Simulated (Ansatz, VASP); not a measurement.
**AlGa3N2: VASP beside Ansatz**

```
CELL_PARAMETERS angstrom
2.62617 1.51622 3.86105
-2.62617 1.51622 3.86105
0.00000 -3.03244 3.86105
ATOMIC_POSITIONS crystal
Al 0.50000 0.50000 0.50000
Ga 0.50000 0.50000 0.00000
Ga 0.00000 0.50000 0.50000
Ga 0.50000 0.00000 0.50000
N 0.87205 0.87205 0.87205
N 0.12795 0.12795 0.12795
```

Change from the starting cell: species swapped into the Ca2GePd3 type (R-3m, No. 166).

Alike in both runs: task single point; functional PBE; k mesh 6 × 6 × 6; occupations gaussian, width 0.1 eV; no spin polarisation.

|  | VASP | Ansatz |
| --- | --- | --- |
| version | VASP 6.6.1 | Ansatz 0.2.0 |
| potentials or method | VASP PAW PBE potentials, release 64 (Al, Ga_d, N), cutoff 600 eV | scalar-relativistic, plane waves, PAW |
| valence electrons in the cell | 52 | 52 |

```tsv
	VASP	Ansatz	Ansatz less VASP
gap on the k mesh at the Fermi level (eV)	none	none	-
pressure (GPa)	0.8	0.8	0.00
traceless stress, the component that is largest in VASP (GPa)	-1.53	-1.49	+0.035
rms of the force components (eV/Å)	0.256	0.256	+0.0007
```

Atom by atom the forces differ by 0.001 eV/Å (rms over components). A gap of «none» marks a metal or a gap that the smearing closes. With one functional, cell and mesh, what is left measures potentials, basis and numerics.
